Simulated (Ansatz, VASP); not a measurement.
**Two plane-wave programs on PbS**

File POSCAR:

```
PbS
1.0
    0.0000000000      2.9650000000      2.9650000000
    2.9650000000      0.0000000000      2.9650000000
    2.9650000000      2.9650000000      0.0000000000
Pb S
1 1
Direct
    0.0000000000      0.0000000000      0.0000000000
    0.5000000000      0.5000000000      0.5000000000
```

INCAR.step1

```
PREC     = Accurate       # precision mode
ENCUT    = 440            # plane-wave cutoff, eV
ISMEAR   = -1             # smearing method
SIGMA    = 0.01           # smearing width, eV
LREAL    = F              # projectors in reciprocal space
LASPH    = T              # aspherical terms in the spheres
NELM     = 120            # most SCF steps
NBANDS   = 17             # bands
GGA      = PE             # functional
ALGO     = Normal         # electronic algorithm
EDIFF    = 1E-5           # SCF threshold, eV
LWAVE    = T              # write WAVECAR
LCHARG   = F              # write CHGCAR
GGA_COMPAT= F
```

INCAR.step2

```
PREC     = Accurate       # precision mode
ENCUT    = 440            # plane-wave cutoff, eV
EDIFF    = 1E-8           # SCF threshold, eV
ISMEAR   = -1             # smearing method
SIGMA    = 0.01           # smearing width, eV
LREAL    = F              # projectors in reciprocal space
LASPH    = T              # aspherical terms in the spheres
NELM     = 120            # most SCF steps
ALGO     = Normal         # electronic algorithm
ISIF     = 2              # what is computed and relaxed
LWAVE    = F              # write WAVECAR
LCHARG   = F              # write CHGCAR
METAGGA  = R2SCAN         # meta-GGA
LMIXTAU  = T            
LEFG     = T            
NBANDS   = 17             # bands
ISTART   = 1            
GGA_COMPAT= F
```

The input KPOINTS:

```
regular mesh
0
Gamma
  8 8 8
```

Input for Ansatz:

```yaml
crystal:
  lattice:
    - [0.0, 2.965, 2.965]
    - [2.965, 0.0, 2.965]
    - [2.965, 2.965, 0.0]
  atoms:
    - { symbol: Pb, position: [0.0, 0.0, 0.0] }
    - { symbol: S, position: [0.5, 0.5, 0.5] }
kpoints:
  mp_grid: { grid: [8, 8, 8] }
  band_path:
    path:
      - [0.0, 0.0, 0.0]
      - [0.5, 0.0, 0.5]
      - [0.625, 0.25, 0.625]
      - [0.375, 0.375, 0.75]
      - [0.0, 0.0, 0.0]
      - [0.5, 0.5, 0.5]
      - [0.5, 0.25, 0.75]
      - [0.5, 0.0, 0.5]
    npoints: 5
scf:
  occupations: { method: fermi_dirac, width: 0.01 }
hamiltonian:
  xc: r2scan
  pseudopotentials: { kind: paw }
output:
  forces: true
  stress: true
  eigenvalues: true
  efg: { contact_densities: true }
```

Alike in both runs: task electric field gradients; functional r2SCAN; k mesh 8 × 8 × 8; occupations fermi-dirac, width 0.01 eV; no spin polarisation.

|  | VASP | Ansatz |
| --- | --- | --- |
| version | VASP 6.6.1 | Ansatz 0.2.0 |
| potentials or method | VASP PAW PBE potentials, release 64 (Pb_d, S) | PAW with Ansatz's default frozen-core files, scalar-relativistic |
| plane-wave cutoff (eV) | 440 | 500 |
| valence electrons in the cell | 20 | 20 |

VASP gave:

```
gap on the k mesh at the Fermi level (eV) : 0.62
pressure (GPa)                            : 1.4
```

Problem. What did Ansatz give for the same quantities?

Solution. gap on the k mesh at the Fermi level (eV): 0.61; pressure (GPa): 1.4.

VASP's potentials were made for PBE, not for r2SCAN.

Spin-orbit coupling is off throughout.
